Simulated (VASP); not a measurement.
Set up this calculation in VASP 6.6.1, as the native input.

| Item | Value |
| --- | --- |
| Task | relaxation of the atoms |
| Functional | PBE |
| Potentials or basis | VASP PAW PBE potentials, release 64 (Cu, I) |
| Cutoff | 520 eV |
| k mesh | 8 × 8 × 8 |
| Occupations | fermi-dirac, width 0.02 eV |
| Spin | no spin polarisation |
| Dipole correction | no |
| Further INCAR settings | ALGO = Normal; EDIFF = 1e-06; IBRION = 2; EDIFFG = -0.02; NSW = 80 |

The structure of CuI lies in POSCAR:

```
CuI
1.0
    0.0000000000      3.0315000000      3.0315000000
    3.0315000000      0.0000000000      3.0315000000
    3.0315000000      3.0315000000      0.0000000000
Cu I
1 1
Direct
    0.2500000000      0.2500000000      0.2500000000
    0.0000000000      0.0000000000      0.0000000000
```

These files were run (other wordings do the same):

INCAR

```
PREC = Accurate ; ENCUT = 520
EDIFF = 1E-6 ; ISMEAR = -1
SIGMA = 0.02 ; LREAL = False
LASPH = True ; NELM = 100
ALGO = Normal ; ISIF = 2
LWAVE = False ; LCHARG = False
GGA = PE ; IBRION = 2
NSW = 80 ; EDIFFG = -0.02
```

KPOINTS

```
regular mesh
0
Gamma
  8 8 8
```

Potentials or basis: VASP PAW PBE potentials, release 64 (Cu, I).

Launch:

```bash
$ cat potpaw_PBE.64/Cu/POTCAR potpaw_PBE.64/I/POTCAR > POTCAR
$ mpirun -np 1 vasp_std > vasp.out
```

Results of the run:

| Item | Value |
| --- | --- |
| Pressure after relaxing | 0.3 GPa |
| Band gap on the k mesh | 1.14 eV |

Caveat: the relaxation stopped at its first step, so nothing moved; spin-orbit coupling is left out, which moves the levels of the heavy elements.

It took 18 s on 1 thread of Intel(R) Xeon(R) Platinum 8259CL CPU @ 2.50GHz (Skylake/Cascade Lake), on a shared host, peak memory 0.18 GiB.
